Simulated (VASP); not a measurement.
Write the native input for VASP 6.6.1 that does the following.

| Property | Result |
| --- | --- |
| Task | single point |
| Functional | PBE |
| Potentials or basis | VASP PAW PBE potentials, release 64 (Zn, O) |
| Cutoff | 600 eV |
| k mesh | 10 × 10 × 10 |
| Occupations | fermi-dirac, width 0.02 eV |
| Spin | no spin polarisation |
| Dipole correction | no |
| Further INCAR settings | ALGO = Normal; EDIFF = 1e-06; NBANDS = 16 |

The structure of ZnO lies in POSCAR:

```
ZnO
1.0
    0.0000000000      2.1337703963      2.1337703963
    2.1962898689      0.0000000000      2.1337703963
    2.1962898689      2.1337703963      0.0000000000
Zn O
1 1
Direct
    0.0000000000      0.0000000000      0.0000000000
    0.5000000000      0.5000000000      0.5000000000
```

This cell differs from its parent crystal: uniaxial x strain +2.9%.

These files were run (other wordings do the same):

INCAR

```
ALGO     = Normal         # electronic algorithm
EDIFF    = 1E-6           # SCF threshold, eV
ENCUT    = 600            # plane-wave cutoff, eV
GGA      = PE             # functional
GGA_COMPAT= F            
ISIF     = 2              # what is computed and relaxed
ISMEAR   = -1             # smearing method
LASPH    = T              # aspherical terms in the spheres
LCHARG   = F              # write CHGCAR
LREAL    = F              # projectors in reciprocal space
LWAVE    = F              # write WAVECAR
NBANDS   = 16             # bands
NELM     = 120            # most SCF steps
PREC     = Accurate       # precision mode
SIGMA    = 0.02           # smearing width, eV
```

KPOINTS

```
k-points
0
Gamma
  10 10 10
```

Potentials or basis: VASP PAW PBE potentials, release 64 (Zn, O).

Launch:

```console
$ cat potpaw_PBE.64/Zn/POTCAR potpaw_PBE.64/O/POTCAR > POTCAR
$ mpirun -np 1 vasp_std > vasp.out
```

Results of the run:

The pressure is 3.5 GPa. The band gap on the k mesh is 0.71 eV (least direct gap 2.00 eV).

Caveat: the cell differs from its parent crystal (uniaxial x strain +2.9%); the cell stands under pressure; the structure was generated, so it needn't be the stable form of ZnO; semilocal functionals underestimate gaps, and a narrow one can read as zero.

Wall time 43 s on 1 thread of Intel Xeon 8259CL, with other jobs on the host, peak memory 0.17 GiB.
